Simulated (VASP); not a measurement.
# Ge (P4_32_12) in VASP: further runs

Aim: see how the results for Ge move with the level of theory and the settings. Levels: LDA, PBEsol+D3(BJ). Tasks: single point.

Everything below comes from runs of VASP 6.6.1. Logs are shortened: lines on timing, memory, paths and dates and some standing lists are left out, and cuts for length are marked.

**1. The cell of the first run**

Symmetry: P4_32_12, No. 96, tetragonal system. The conventional cell has a = 5.930 Å, b = 5.930 Å, c = 6.980 Å, α = 90.00°, β = 90.00°, γ = 90.00°. Ge (site symmetry 1) has 4 Ge at 2.44 to 2.55 Å within 3.2 Å. Ge (site symmetry 2) has 4 Ge at 2.44 to 2.55 Å within 3.2 Å.

**2. Single point, LDA**

The input, INCAR:

```
SYSTEM = Ge
PREC = Accurate
ENCUT = 520
EDIFF = 1E-6
ISMEAR = -1
SIGMA = 0.05
LREAL = .FALSE.
LASPH = .TRUE.
NELM = 80
ALGO = Normal
ISIF = 2
LWAVE = .FALSE.
LCHARG = .FALSE.
NBANDS = 96
```

The input, KPOINTS:

```
Automatic mesh
0
G
  5 5 4
  0 0 0
```

The input, POSCAR:

```
Ge
1.0
    5.9300000000      0.0000000000      0.0000000000
    0.0000000000      5.9300000000      0.0000000000
    0.0000000000      0.0000000000      6.9800000000
Ge
12
Direct
    0.3750000000      0.1667000000      0.7500000000
    0.3333000000      0.8750000000      0.5000000000
    0.6250000000      0.8333000000      0.2500000000
    0.6667000000      0.1250000000      0.0000000000
    0.8750000000      0.3333000000      0.5000000000
    0.8333000000      0.6250000000      0.7500000000
    0.1250000000      0.6667000000      0.0000000000
    0.1667000000      0.3750000000      0.2500000000
    0.5750000000      0.4250000000      0.2500000000
    0.9250000000      0.9250000000      0.5000000000
    0.4250000000      0.5750000000      0.7500000000
    0.0750000000      0.0750000000      0.0000000000
```

Potentials or basis: VASP PAW LDA potentials, release 64 (Ge_d).

Run with:

```sh
$ cat potpaw_LDA.64/Ge_d/POTCAR > POTCAR
$ mpirun -np 1 vasp_std > vasp.out
```

OUTCAR:

```text
SYSTEM = Ge
   PREC = Accurate
   ENCUT = 520
   EDIFF = 1E-6
   ISMEAR = -1
   LREAL = .FALSE.
   LASPH = .TRUE.
   NELM = 80
   ISIF = 2

 ion  position               nearest neighbor table
   1  0.375  0.167  0.750-  11 2.44   4 2.47   2 2.47  12 2.55
   2  0.333  0.875  0.500-  10 2.44   3 2.47   1 2.47  11 2.55
   3  0.625  0.833  0.250-   9 2.44   4 2.47   2 2.47  10 2.55
   4  0.667  0.125  0.000-  12 2.44   3 2.47   1 2.47   9 2.55
   5  0.875  0.333  0.500-  10 2.44   8 2.47   6 2.47   9 2.55
   6  0.833  0.625  0.750-  11 2.44   7 2.47   5 2.47  10 2.55
   7  0.125  0.667  0.000-  12 2.44   8 2.47   6 2.47  11 2.55
   8  0.167  0.375  0.250-   9 2.44   7 2.47   5 2.47  12 2.55
   9  0.575  0.425  0.250-   3 2.44   8 2.44   5 2.55   4 2.55
  10  0.925  0.925  0.500-   2 2.44   5 2.44   3 2.55   6 2.55
  11  0.425  0.575  0.750-   1 2.44   6 2.44   2 2.55   7 2.55
  12  0.075  0.075  0.000-   4 2.44   7 2.44   1 2.55   8 2.55

  LATTYP: Found a simple tetragonal cell.
 ALAT       =     5.9300000000
 C/A-ratio  =     1.1770657673

  Lattice vectors:

 A1 = (   5.9300000000,   0.0000000000,   0.0000000000)
 A2 = (   0.0000000000,   5.9300000000,   0.0000000000)
 A3 = (   0.0000000000,   0.0000000000,   6.9800000000)

Analysis of symmetry for initial positions (statically):
=====================================================================
 Subroutine PRICEL returns:
 Original cell was already a primitive cell.

 Routine SETGRP: Setting up the symmetry group for a
 simple tetragonal supercell.

 Subroutine GETGRP returns: Found  8 space group operations
 (whereof  2 operations were pure point group operations)
 out of a pool of 16 trial point group operations.

The static configuration has the point symmetry C_2 .
 The point group associated with its full space group is D_4 .

Analysis of symmetry for dynamics (positions and initial velocities):
=====================================================================
 Subroutine PRICEL returns:
 Original cell was already a primitive cell.

 Routine SETGRP: Setting up the symmetry group for a
 simple tetragonal supercell.

 Subroutine GETGRP returns: Found  8 space group operations
 (whereof  2 operations were pure point group operations)
 out of a pool of 16 trial point group operations.

[... 120 lines left out ...]
   ISIF   =      2    stress and relaxation
   ISYM   =      2    0-nonsym 1-usesym 2-fastsym
   POTIM  = 0.5000    time-step for ionic-motion
   TEBEG  =    0.0;   TEEND  =   0.0 temperature during run
   PSTRESS=    0.0 pullay stress
   NELECT =     168.0000    total number of electrons
   NUPDOWN=      -1.0000    fix difference up-down
   EMIN   =  10.00;   EMAX   =-10.00  energy-range for DOS
   EFERMI =   0.00;   METHOD = LEGACY
   ISMEAR =    -1;   SIGMA  =   0.05  broadening in eV -4-tet -1-fermi 0-gaus
   EFERMI_NEDOS =   21; number of points for ismear=-14 and -15
   IALGO  =     38    algorithm
   IMIX   =      4    mixing-type and parameters
     AMIX     =   0.40;   BMIX     =  1.00
     AMIX_MAG =   1.60;   BMIX_MAG =  1.00
  volume/ion in A,a.u.               =      20.45       138.03
  Fermi-wavevector in a.u.,A,eV,Ry     =   1.442745  2.726393 28.320716  2.081514
  Thomas-Fermi vector in A             =   2.561231
   LORBIT       =      0    0 simple, 1 ext, 2 COOP (PROOUT), +10 PAW based schemes
   GGA     = CA    functional components
   LHFCALC =     F    Hartree Fock is set to
   AEXX    =    0.0000 exact exchange contribution
   IVDW    =     0    specifies the selected vdW correction
   LEPSILON=     F    determine dielectric tensor
   LRPA    =     F    only Hartree local field effects (RPA)
 non-spin polarized calculation
  energy-cutoff  :      520.00
  volume of cell :      245.45
 maximum number of plane-waves:      6644
 NGX is ok and might be reduce to    48
   NGX = 23   NGY = 23   NGZ = 25

 number of electron     168.0000152 magnetization

 Free energy of the ion-electron system (eV)
  ---------------------------------------------------
  ext. energy  EPLUGINS =         0.00000000
  ---------------------------------------------------
  free energy    TOTEN  =       -60.72260814 eV

  energy without entropy =      -60.72233145  energy(sigma->0) =      -60.72246980

 E-fermi :   5.3428     XC(G=0): -10.9479

 val. band max:        5.0178793109   @ k =   0.4000   0.4000   0.0000
 cond. band min:       5.6495317162   @ k =   0.4000   0.4000   0.0000
 fundamental gap:      0.6316524054
 Fermi energy:         5.3427683123

 k-point     1 :       0.0000    0.0000    0.0000
  band No.  band energies     occupation
      1     -19.4203      2.00000
      2     -19.3953      2.00000
      3     -19.3953      2.00000
      4     -19.3762      2.00000
      5     -19.3734      2.00000
      6     -19.3715      2.00000
[... 1771 lines left out ...]
     95       8.9566      0.00000
     96       8.9566      0.00000

------------------------ aborting loop because EDIFF is reached ----------------------------------------

  FORCE on cell =-STRESS in cart. coord.  units (eV):
  Direction    XX          YY          ZZ          XY          YZ          ZX
  --------------------------------------------------------------------------------------
  -------------------------------------------------------------------------------------
  Total       -1.6709485     -1.6709485     -2.9371172      0.0000000     -0.0000000      0.0000000
  in kB      -10.9070885    -10.9070885    -19.1719838      0.0000000     -0.0000000      0.0000000
  external PRESSURE =     -13.6620536 kB  Pullay stress =       0.0000000 kB

 VOLUME and BASIS-vectors are now :
 -----------------------------------------------------------------------------
  energy-cutoff  :      520.00
  volume of cell :      245.45
      direct lattice vectors                 reciprocal lattice vectors
     5.930000000  0.000000000  0.000000000     0.168634064  0.000000000  0.000000000
     0.000000000  5.930000000  0.000000000     0.000000000  0.168634064  0.000000000
     0.000000000  0.000000000  6.980000000     0.000000000  0.000000000  0.143266476

 POSITION                                       TOTAL-FORCE (eV/Angst)
 -----------------------------------------------------------------------------------
      2.22375      0.98853      5.23500        -0.316339     -0.174575      0.180415
      1.97647      5.18875      3.49000         0.174575     -0.316339      0.180415
      3.70625      4.94147      1.74500         0.316339      0.174575      0.180415
      3.95353      0.74125      0.00000        -0.174575      0.316339      0.180415
      5.18875      1.97647      3.49000        -0.316339      0.174575     -0.180415
      4.94147      3.70625      5.23500         0.174575      0.316339     -0.180415
      0.74125      3.95353      0.00000         0.316339     -0.174575     -0.180415
      0.98853      2.22375      1.74500        -0.174575     -0.316339     -0.180415
      3.40975      2.52025      1.74500         0.583124     -0.583124      0.000000
      5.48525      5.48525      3.49000        -0.583124     -0.583124     -0.000000
      2.52025      3.40975      5.23500        -0.583124      0.583124     -0.000000
      0.44475      0.44475      0.00000         0.583124      0.583124     -0.000000
 -----------------------------------------------------------------------------------
    total drift:                               -0.000000      0.000000      0.000000

  FREE ENERGIE OF THE ION-ELECTRON SYSTEM (eV)
  ---------------------------------------------------
  free  energy   TOTEN  =       -60.7226081440 eV

  energy  without entropy=      -60.7223314517  energy(sigma->0) =      -60.72246980
```

OSZICAR:

```text
N       E                     dE             d eps       ncg     rms          rms(c)
DAV:   1     0.245029456607E+04    0.24503E+04   -0.71644E+04  3944   0.492E+03
DAV:   2     0.471122193281E+03   -0.19792E+04   -0.19330E+04  3456   0.126E+03
DAV:   3     0.443487997111E+01   -0.46669E+03   -0.45430E+03  3520   0.305E+02
DAV:   4    -0.579377721049E+02   -0.62373E+02   -0.59295E+02  3880   0.108E+02
DAV:   5    -0.613759964223E+02   -0.34382E+01   -0.34027E+01  3872   0.270E+01    0.765E+00
DAV:   6    -0.609415569199E+02    0.43444E+00   -0.10458E+00  4216   0.488E+00    0.412E+00
DAV:   7    -0.607175689898E+02    0.22399E+00   -0.42783E-01  3808   0.434E+00    0.456E-01
DAV:   8    -0.607216254531E+02   -0.40565E-02   -0.95293E-02  3896   0.502E+00    0.261E-01
DAV:   9    -0.607221560452E+02   -0.53059E-03   -0.14700E-02  4256   0.244E+00    0.162E-01
DAV:  10    -0.607225227013E+02   -0.36666E-03   -0.47415E-03  3832   0.112E+00    0.669E-02
DAV:  11    -0.607225582075E+02   -0.35506E-04   -0.12970E-03  3872   0.957E-01    0.205E-02
DAV:  12    -0.607226082822E+02   -0.50075E-04   -0.54028E-04  4464   0.152E-01    0.109E-02
DAV:  13    -0.607226080544E+02    0.22775E-06   -0.13970E-05  3840   0.246E-02    0.432E-03
DAV:  14    -0.607226081440E+02   -0.89545E-07   -0.23962E-06  2256   0.110E-02
   1 F= -.60722608E+02 E0= -.60722470E+02  d E =-.276692E-03
```

Wall time 9 min (1 thread of Intel Xeon Platinum 8259CL at 2.50GHz (Skylake/Cascade Lake), shared host); peak memory 0.43 GiB.

What came out:

| Item | Value |
| --- | --- |
| Free energy | -60.7226 eV |
| Pressure | -1.4 GPa |
| Largest force | 0.825 eV/Å |
| Band gap on the k mesh | 0.63 eV |

Forces in eV/Å, atoms in the order of the input:
```
Ge  -0.316 -0.175  0.180
Ge   0.175 -0.316  0.180
Ge   0.316  0.175  0.180
Ge  -0.175  0.316  0.180
Ge  -0.316  0.175 -0.180
Ge   0.175  0.316 -0.180
Ge   0.316 -0.175 -0.180
Ge  -0.175 -0.316 -0.180
Ge   0.583 -0.583  0.000
Ge  -0.583 -0.583  0.000
Ge  -0.583  0.583  0.000
Ge   0.583  0.583  0.000
```

Caveat: semilocal functionals underestimate gaps, and a narrow one can read as zero. LDA gaps usually lie below the measured ones, often by a third to a half.

**3. Single point, PBEsol+D3(BJ)**

The input, INCAR:

```
SYSTEM = Ge
PREC = Accurate
ENCUT = 500
EDIFF = 1E-6
ISMEAR = -1
SIGMA = 0.05
LREAL = .False.
LASPH = .True.
NELM = 120
ALGO = Normal
ISIF = 2
LWAVE = .False.
LCHARG = .True.
GGA = PS
IVDW = 12
LELF = .True.
LVHAR = .True.
NBANDS = 96
GGA_COMPAT = .False.
```

The input, KPOINTS:

```
Automatic mesh
0
Gamma
  5 5 4
  0 0 0
```

POSCAR is that of step 2.

Potentials or basis: VASP PAW PBE potentials, release 64 (Ge_d).

Run with:

```sh
$ cat potpaw_PBE.64/Ge_d/POTCAR > POTCAR
$ mpirun -np 1 vasp_std > vasp.out
```

Run time: 9.6 min. Hardware: 1 thread of AMD EPYC 7R43 (Zen 3), shared host; peak memory 0.45 GiB.

It converged, with:

```
Free energy                : -61.2856 eV
Pressure                   : -2.0 GPa
Largest force              : 0.846 eV/Å
Band gap on the k mesh     : 0.68 eV
Dispersion energy per atom : -0.301 eV
```

Forces on the atoms (eV/Å):
```
Ge  -0.327 -0.183  0.122
Ge   0.183 -0.327  0.122
Ge   0.327  0.183  0.122
Ge  -0.183  0.327  0.122
Ge  -0.327  0.183 -0.122
Ge   0.183  0.327 -0.122
Ge   0.327 -0.183 -0.122
Ge  -0.183 -0.327 -0.122
Ge   0.598 -0.598  0.000
Ge  -0.598 -0.598  0.000
Ge  -0.598  0.598  0.000
Ge   0.598  0.598  0.000
```

Stress tensor (GPa, compression positive):
```
-1.68  0.00  0.00
 0.00 -1.68  0.00
 0.00  0.00 -2.64
```

Levels at points of the mesh, in eV from the valence-band top:
| k point | band 80 | band 81 | band 82 | band 83 | band 84 | band 85 | band 86 | band 87 | band 88 | band 89 |
| --- | --- | --- | --- | --- | --- | --- | --- | --- | --- | --- |
| (0.00, 0.00, 0.00) | -1.90 | -0.85 | -0.85 | -0.85 | -0.06 | 1.47 | 1.47 | 1.52 | 2.42 | 3.43 |
| (0.00, 0.00, 0.50) | -1.85 | -1.11 | -1.11 | -0.61 | -0.61 | 0.89 | 0.89 | 1.51 | 1.51 | 3.41 |

Caveat: three body term missing; semilocal functionals underestimate gaps, and a narrow one can read as zero; the PAW data sets were made with another functional, which shifts forces and pressure a little.
